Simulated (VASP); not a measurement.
# MgSi3N: single point with PBE

The system is MgSi3N.

```xyz
10
Lattice="5.1912 0.0000 0.0000 0.0000 2.8850 0.0000 -1.8818 0.0000 10.0570" Properties=species:S:1:pos:R:3 pbc="T T T"
Mg    1.5637    1.4425    4.4355
Mg    3.0342    1.4425    9.5616
Si   -0.9486    0.0000    5.2675
Si    2.3944    0.0000    0.1164
Si    2.2087    0.0000    7.3066
Si    0.4123    0.0000    2.3222
Si   -0.1995    0.0000    7.6207
Si    3.2089    0.0000    2.4491
N     2.5101    0.0000    5.5844
N     0.7081    0.0000    0.5927
```

```json
{
  "Program": "VASP 6.6.1",
  "Task": "single point",
  "Functional": "PBE",
  "Potentials or basis": "VASP PAW PBE potentials, release 64 (Mg, Si, N)",
  "Cutoff": "520 eV",
  "k mesh": "4 × 6 × 2",
  "Occupations": "gaussian, width 0.1 eV",
  "Spin": "no spin polarisation"
}
```

| Property | Result |
| --- | --- |
| Pressure | 0.2 GPa |
| Largest force | 0.143 eV/Å |
| Band gap on the k mesh | zero (bands 19 and 20 overlap by 3.49 eV) |

Forces on the atoms (eV/Å):
```
Mg   0.016  0.000 -0.048
Mg   0.025  0.000 -0.010
Si  -0.113  0.000 -0.088
Si  -0.071  0.000 -0.022
Si   0.060  0.000 -0.029
Si   0.037  0.000  0.037
Si   0.001  0.000  0.037
Si   0.036  0.000  0.062
N   -0.018  0.000  0.055
N    0.026  0.000  0.006
```

Stress tensor (GPa, compression positive):
```
 0.44  0.00 -0.86
 0.00 -0.03  0.00
-0.86  0.00  0.25
```

Levels at points of the mesh, in eV from the Fermi level:
```csv
k point,band 16,band 17,band 18,band 19,band 20,band 21,band 22,band 23
"(0.00, 0.00, 0.00)",-1.62,-1.57,-0.04,1.05,2.02,2.22,3.91,4.27
"(0.50, 0.00, 0.00)",-1.56,-0.45,-0.33,1.34,1.57,2.27,2.33,3.62
"(0.00, 0.50, 0.00)",-2.13,-2.00,-1.76,-1.53,-0.93,0.09,0.19,0.53
"(0.50, 0.50, 0.00)",-2.56,-2.29,-1.99,-1.22,-1.05,0.02,0.62,2.14
"(0.00, 0.00, 0.50)",-1.64,-1.62,-1.50,2.35,2.53,3.42,3.52,4.65
"(0.50, 0.00, 0.50)",-1.60,-0.11,0.17,1.12,1.70,1.90,2.47,3.14
"(0.00, 0.50, 0.50)",-2.04,-1.67,-1.62,-1.17,-0.60,-0.13,0.15,0.22
"(0.50, 0.50, 0.50)",-2.31,-2.04,-2.03,-1.56,-1.14,-0.54,0.70,2.46
```

It took 64 s on 1 thread of Intel(R) Xeon(R) 6975P-C (Granite Rapids) (shared host), peak memory 0.31 GiB.

Caveat: the k points lie up to 0.36 Å⁻¹ apart, too coarse for converged energies and pressures of a metal.
